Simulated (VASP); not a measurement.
Write the native input for VASP 6.6.1 that does the following.

```yaml
Task: single point
Functional: PBE
Potentials_or_basis: VASP PAW PBE potentials, release 64 (Sr_sv)
Cutoff: 520 eV
k_mesh: 16 × 16 × 16
Occupations: gaussian, width 0.15 eV
Spin: no spin polarisation
Dipole_correction: no
Further_INCAR_settings: ALGO = Fast; EDIFF = 1e-06; NBANDS = 11
```

The structure of Sr lies in POSCAR:

```
Sr
1.0
    0.0000000000      2.7105621639      3.8327348998
    2.7105621639      0.0000000000      3.8327348998
    2.7105621639      2.7105621639      0.0000000000
Sr
1
Direct
    0.0000000000      0.0000000000      0.0000000000
```

This cell differs from its parent crystal: ratio of the length along z to the lengths across it x 1.414, volume and fractional coordinates fixed.

The input as run:

INCAR

```
SYSTEM = Sr
PREC = Accurate
ENCUT = 520
EDIFF = 1E-6
ISMEAR = 0
SIGMA = 0.15
LREAL = .FALSE.
LASPH = .TRUE.
NELM = 80
ALGO = Fast
ISIF = 2
LWAVE = .FALSE.
LCHARG = .TRUE.
GGA = PE
LELF = .TRUE.
LVHAR = .TRUE.
NBANDS = 11
```

KPOINTS

```
Automatic mesh
0
G
  16 16 16
  0 0 0
```

Potentials or basis: VASP PAW PBE potentials, release 64 (Sr_sv).

The run is started by

```sh
$ cat potpaw_PBE.64/Sr_sv/POTCAR > POTCAR
$ mpirun -np 1 vasp_std > vasp.out
```

Results of the run:

```yaml
Pressure: -0.2 GPa
Band_gap_on_the_k_mesh: zero (band 5 reaches 1.56 eV, above the bottom of band 6 at 1.12 eV)
```

It took 78 s on 1 thread of Intel(R) Xeon(R) 6975P-C (Granite Rapids), with other jobs on the host, peak memory 0.35 GiB.
